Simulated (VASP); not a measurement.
Wanted: the native input for a VASP 6.6.1 run.

```yaml
Task: single point
Functional: PBE
Potentials_or_basis: VASP PAW PBE potentials, release 64 (Cd, S)
Cutoff: 500 eV
k_mesh: 6 × 6 × 6
Occupations: fermi-dirac, width 0.05 eV
Spin: no spin polarisation
Dipole_correction: no
Further_INCAR_settings: ALGO = Normal; EDIFF = 1e-06; NBANDS = 16
```

The structure of CdS (Hawleyite) lies in POSCAR:

```
CdS
1.0
    0.0000000000      2.9359433333      2.9165000000
    2.9359433333      0.0000000000      2.9165000000
    2.9359433333      2.9359433333      0.0000000000
Cd S
1 1
Direct
    0.0000000000      0.0000000000      0.0000000000
    0.2500000000      0.2500000000      0.2500000000
```

The input as run:

INCAR

```
SYSTEM = CdS
PREC     = Accurate       ! precision mode
ENCUT    = 500            ! plane-wave cutoff, eV
EDIFF    = 1E-6           ! SCF threshold, eV
ISMEAR   = -1             ! smearing method
SIGMA    = 0.05           ! smearing width, eV
LREAL    = .FALSE.        ! projectors in reciprocal space
LASPH    = .TRUE.         ! aspherical terms in the spheres
NELM     = 120            ! most SCF steps
ALGO     = Normal         ! electronic algorithm
ISIF     = 2              ! what is computed and relaxed
LWAVE    = .FALSE.        ! write WAVECAR
LCHARG   = .TRUE.         ! write CHGCAR
GGA      = PE             ! functional
LELF     = .TRUE.         ! ELF
LVHAR    = .TRUE.       
NBANDS   = 16             ! bands
GGA_COMPAT= .FALSE.
```

KPOINTS

```
regular mesh
0
G
  6 6 6
  0 0 0
```

Potentials or basis: VASP PAW PBE potentials, release 64 (Cd, S).

Run with:

```sh
$ cat potpaw_PBE.64/Cd/POTCAR potpaw_PBE.64/S/POTCAR > POTCAR
$ mpirun -np 1 vasp_std > vasp.out
```

Results of the run:

```
Pressure               : 2.3 GPa
Band gap on the k mesh : 1.11 eV, direct
```

Wall time 12 s on 1 thread of Intel(R) Xeon(R) 6975P-C (Granite Rapids), on a shared host, peak memory 0.17 GiB.
